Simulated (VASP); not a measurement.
# TiO2 (P4_2/mnm) in VASP: a series of runs, part 2 of 2

VASP 6.6.1. Earlier steps stand in the parts before.

### 4 Single point, PBE+U (equal strain along all axes, cell held: -1.5 %, then relaxed in part)

INCAR reads:

```
SYSTEM = TiO2
ALGO     = Normal         ! electronic algorithm
EDIFF    = 1E-6           ! SCF threshold, eV
ENCUT    = 520            ! plane-wave cutoff, eV
GGA      = PE             ! functional
ISIF     = 2              ! what is computed and relaxed
ISMEAR   = 0              ! smearing method
LASPH    = .TRUE.         ! aspherical terms in the spheres
LCHARG   = .FALSE.        ! write CHGCAR
LDAU     = .TRUE.         ! DFT+U
LDAUJ    = 0 0          
LDAUL    = 2 -1           ! shell
LDAUPRINT= 1            
LDAUTYPE = 2            
LDAUU    = 4 0            ! U, eV
LMAXMIX  = 4              ! l up to which the mixer works
LREAL    = .FALSE.        ! projectors in reciprocal space
LWAVE    = .FALSE.        ! write WAVECAR
NBANDS   = 33             ! bands
NELM     = 150            ! most SCF steps
PREC     = Accurate       ! precision mode
SIGMA    = 0.02           ! smearing width, eV
```

KPOINTS reads:

```
k-points
0
G
  6 6 10
  0 0 0
```

POSCAR reads:

```
TiO2
1.0
    4.5707447596      0.0000000000      0.0000000000
    0.0000000000      4.5707447596      0.0000000000
    0.0000000000      0.0000000000      2.9610210096
Ti O
2 4
Direct
    0.5000000000      0.5000000000      0.0000000000
    0.0000000000      0.0000000000      0.5000000000
    0.6958653682      0.6958653682      0.5000000000
    0.8041346318      0.1958653682      0.0000000000
    0.1958653682      0.8041346318      0.0000000000
    0.3041346318      0.3041346318      0.5000000000
```

The run is started by

```bash
> cat potpaw_PBE.64/Ti_sv/POTCAR potpaw_PBE.64/O/POTCAR > POTCAR
> mpirun -np 1 vasp_std > vasp.out
```

It took 3.5 min on 1 thread of Intel Xeon 8259CL, shared host; peak memory 0.24 GiB.

Results (log left out):

| Property | Result |
| --- | --- |
| Free energy | -48.2790 eV |
| Pressure | 15.4 GPa |
| Largest force | 0.138 eV/Å |
| Band gap on the k mesh | 2.38 eV |

Forces in eV/Å, atoms in the order of the input:
```
Ti   0.000  0.000  0.000
Ti   0.000  0.000  0.000
O    0.098  0.098  0.000
O   -0.098  0.098  0.000
O    0.098 -0.098  0.000
O   -0.098 -0.098  0.000
```

Stress tensor (GPa, compression positive):
```
14.28  0.00  0.00
 0.00 14.28  0.00
 0.00  0.00 17.55
```

Levels at points of the mesh, in eV from the valence-band top:
| k point | band 20 | band 21 | band 22 | band 23 | band 24 | band 25 | band 26 | band 27 | band 28 | band 29 |
| --- | --- | --- | --- | --- | --- | --- | --- | --- | --- | --- |
| (0.00, 0.00, 0.00) | -2.19 | -0.84 | -0.53 | -0.53 | 0.00 | 2.38 | 2.60 | 2.94 | 3.01 | 3.01 |
| (0.50, 0.00, 0.00) | -3.18 | -1.76 | -1.76 | -0.79 | -0.79 | 3.01 | 3.01 | 3.57 | 3.57 | 4.04 |
| (0.50, 0.50, 0.00) | -2.12 | -1.48 | -1.48 | -1.20 | -1.20 | 2.38 | 2.38 | 3.04 | 3.04 | 4.29 |
| (0.00, 0.00, 0.50) | -2.85 | -2.42 | -2.42 | -1.50 | -1.50 | 3.49 | 3.49 | 3.73 | 3.73 | 4.12 |
| (0.50, 0.00, 0.50) | -2.56 | -2.03 | -2.03 | -1.12 | -1.12 | 2.43 | 2.43 | 3.78 | 3.78 | 4.35 |
| (0.50, 0.50, 0.50) | -2.82 | -1.30 | -1.30 | -0.73 | -0.73 | 3.10 | 3.10 | 3.68 | 3.68 | 3.81 |

Eigenvalues of the final occupation matrices:
| site | spin | trace | eigenvalues |
| --- | --- | --- | --- |
| site 1 d | 1 | 0.80 | 0.08 0.10 0.10 0.25 0.27 |
| site 1 d | 2 | 0.80 | 0.08 0.10 0.10 0.25 0.27 |
| site 2 d | 1 | 0.80 | 0.08 0.10 0.10 0.25 0.27 |
| site 2 d | 2 | 0.80 | 0.08 0.10 0.10 0.25 0.27 |

Caveat: the cell differs from its parent crystal (equal strain along all axes, cell held: -1.5 %, then relaxed in part); the cell stands under pressure. A k mesh can miss the band edges.

### 5 Single point, PBE+U (equal strain along all axes, cell held: +1.5 %, then relaxed in part)

INCAR reads:

```
SYSTEM = TiO2
PREC = Accurate
ENCUT = 520
EDIFF = 1E-7
ISMEAR = 0
SIGMA = 0.02
LREAL = .FALSE.
LASPH = .TRUE.
NELM = 150
ALGO = Normal
ISIF = 2
LWAVE = .FALSE.
LCHARG = .TRUE.
LMAXMIX = 4
LDAU = .TRUE.
LDAUTYPE = 2
LDAUL = 2 -1
LDAUU = 4 0
LDAUJ = 0 0
LDAUPRINT = 1
GGA = PE
LELF = .TRUE.
LVHAR = .TRUE.
NBANDS = 33
```

KPOINTS reads:

```
regular mesh
0
G
  6 6 10
  0 0 0
```

POSCAR reads:

```
TiO2
1.0
    4.7099552598      0.0000000000      0.0000000000
    0.0000000000      4.7099552598      0.0000000000
    0.0000000000      0.0000000000      3.0512043906
Ti O
2 4
Direct
    0.5000000000      0.5000000000      0.0000000000
    0.0000000000      0.0000000000      0.5000000000
    0.6925694778      0.6925694778      0.5000000000
    0.8074305222      0.1925694778      0.0000000000
    0.1925694778      0.8074305222      0.0000000000
    0.3074305222      0.3074305222      0.5000000000
```

The run is started by

```bash
> cat potpaw_PBE.64/Ti_sv/POTCAR potpaw_PBE.64/O/POTCAR > POTCAR
> mpirun -np 1 vasp_std > vasp.out
```

Wall time 3.8 min (1 thread of Intel Xeon 8259CL, shared host); peak memory 0.24 GiB.

It converged, with:

| Quantity | Value |
| --- | --- |
| Free energy | -48.4307 eV |
| Pressure | -5.1 GPa |
| Largest force | 0.155 eV/Å |
| Band gap on the k mesh | 2.25 eV |

Forces on the atoms (eV/Å):
```
Ti   0.000  0.000  0.000
Ti   0.000  0.000  0.000
O    0.110  0.110  0.000
O   -0.110  0.110  0.000
O    0.110 -0.110  0.000
O   -0.110 -0.110  0.000
```

Stress tensor (GPa, compression positive):
```
-4.47  0.00  0.00
 0.00 -4.47  0.00
 0.00  0.00 -6.41
```

Levels at points of the mesh, in eV from the valence-band top:
| k point | band 22 | band 23 | band 24 | band 25 | band 26 | band 27 |
| --- | --- | --- | --- | --- | --- | --- |
| (0.00, 0.00, 0.00) | -0.46 | -0.46 | 0.00 | 2.25 | 2.49 | 2.73 |
| (0.50, 0.00, 0.00) | -1.63 | -0.71 | -0.71 | 2.80 | 2.80 | 3.18 |
| (0.50, 0.50, 0.00) | -1.41 | -1.05 | -1.05 | 2.25 | 2.25 | 2.77 |
| (0.00, 0.00, 0.50) | -2.03 | -1.41 | -1.41 | 3.11 | 3.11 | 3.33 |
| (0.50, 0.00, 0.50) | -1.86 | -0.96 | -0.96 | 2.26 | 2.26 | 3.38 |
| (0.50, 0.50, 0.50) | -1.08 | -0.73 | -0.73 | 2.80 | 2.80 | 3.41 |

Eigenvalues of the final occupation matrices:
| site | spin | trace | eigenvalues |
| --- | --- | --- | --- |
| site 1 d | 1 | 0.76 | 0.07 0.09 0.10 0.23 0.26 |
| site 1 d | 2 | 0.76 | 0.07 0.09 0.10 0.23 0.26 |
| site 2 d | 1 | 0.76 | 0.07 0.09 0.10 0.23 0.26 |
| site 2 d | 2 | 0.76 | 0.07 0.09 0.10 0.23 0.26 |

Caveat: the cell differs from its parent crystal (equal strain along all axes, cell held: +1.5 %, then relaxed in part); the cell stands under tension.

### 6 The runs side by side

| cell | gap on the mesh (eV) | pressure (GPa) | largest force (eV/Å) |
| --- | --- | --- | --- |
| a = 4.432, b = 4.432, c = 2.871 Å, 6 atoms, atomic positions A | 2.55 | 46.1 | 0.12 |
| a = 4.501, b = 4.501, c = 2.916 Å, 6 atoms, atomic positions B | 2.46 | 29.3 | 0.13 |
| a = 4.571, b = 4.571, c = 2.961 Å, 6 atoms, atomic positions C | 2.38 | 15.4 | 0.14 |
| a = 4.710, b = 4.710, c = 3.051 Å, 6 atoms, atomic positions D | 2.25 | -5.1 | 0.16 |

Alike in all rows: task single point; level PBE+U; potentials or basis VASP PAW PBE potentials, release 64 (Ti_sv, O); no spin polarisation; Ti d U = 4.0 eV; k mesh 6 × 6 × 10; cutoff (eV) 520; smearing gaussian 0.02 eV.

Caveats: the stress differs along the axes, from 43 to 52 GPa (at least some runs); the stress differs along the axes, from 27 to 33 GPa (at least some runs); the cell stands under pressure (at least some runs); the cell stands under tension (at least some runs).

Absolute energies hang on the potentials; compare differences alone.
